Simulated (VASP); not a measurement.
Write the native input for VASP 6.6.1 that does the following.

* Task: relaxation of the atoms
* Functional: PBE
* Dispersion: D3(BJ)
* Potentials or basis: VASP PAW PBE potentials, release 64 (Al, C, H)
* Cutoff: 520 eV
* k mesh: 3 × 3 × 1
* Occupations: gaussian, width 0.1 eV
* Spin: no spin polarisation
* Dipole correction: no
* Atoms held fixed (from 0): [0, 1, 2, 3]
* Further INCAR settings: LREAL = Auto; ALGO = Normal; EDIFF = 1e-06; IBRION = 2; EDIFFG = -0.03; NSW = 80

The structure of Al12H4C lies in POSCAR:

```
Al12H4C
1.0
    5.7275650000      0.0000000000      0.0000000000
    2.8637820000      4.9602170000      0.0000000000
    0.0000000000      0.0000000000     17.6765370000
Al C H
12 1 4
Selective dynamics
Direct
    0.1666667000      0.1666667000      0.0565722000  F F F
    0.6666667000      0.1666667000      0.0565722000  F F F
    0.1666667000      0.6666667000      0.0565722000  F F F
    0.6666667000      0.6666667000      0.0565722000  F F F
   -0.1666667000      0.3333333000      0.1888531000  T T T
    0.3333333000      0.3333333000      0.1888531000  T T T
   -0.1666667000      0.8333333000      0.1888531000  T T T
    0.3333333000      0.8333333000      0.1888531000  T T T
    0.0000000000      0.0000000000      0.3211340000  T T T
    0.5000000000      0.0000000000      0.3211340000  T T T
    0.0000000000      0.5000000000      0.3211340000  T T T
    0.5000000000      0.5000000000      0.3211340000  T T T
    0.4917086000      0.0117958000      0.4817990000  T T T
    0.6683413000      0.0180324000      0.4614330000  T T T
    0.3081946000      0.1879940000      0.4614330000  T T T
    0.4968750000     -0.1706994000      0.4614330000  T T T
    0.4917086000      0.0117958000      0.5434626000  T T T
```

The input as run:

INCAR

```
PREC = Accurate
ENCUT = 520
EDIFF = 1E-6
ISMEAR = 0
SIGMA = 0.1
LREAL = Auto
LASPH = True
NELM = 100
ALGO = Normal
ISIF = 2
LWAVE = False
LCHARG = False
GGA = PE
IVDW = 12
IBRION = 2
NSW = 80
EDIFFG = -0.03
LUSENCCL = False
```

KPOINTS

```
regular mesh
0
Gamma
  3 3 1
```

Potentials or basis: VASP PAW PBE potentials, release 64 (Al, C, H).

Command:

```sh
$ cat potpaw_PBE.64/Al/POTCAR potpaw_PBE.64/C/POTCAR potpaw_PBE.64/H/POTCAR > POTCAR
$ mpirun -np 1 vasp_std > vasp.out
```

Results of the run:

```json
{
 "Energy gained by relaxing": "11.4 meV/atom",
 "Ionic steps": "69",
 "Band gap on the k mesh": "zero (band 22 reaches 0.81 eV, above the bottom of band 23 at 0.69 eV)",
 "Dispersion energy per atom": "-0.171 eV"
}
```

Caveat: the k points lie up to 0.42 Å⁻¹ apart.

Wall time 20 min on 1 × NVIDIA H100 80GB with 1 thread of AMD EPYC 7R13 Processor (Zen 3) (shared host), peak memory 1.6 GiB.
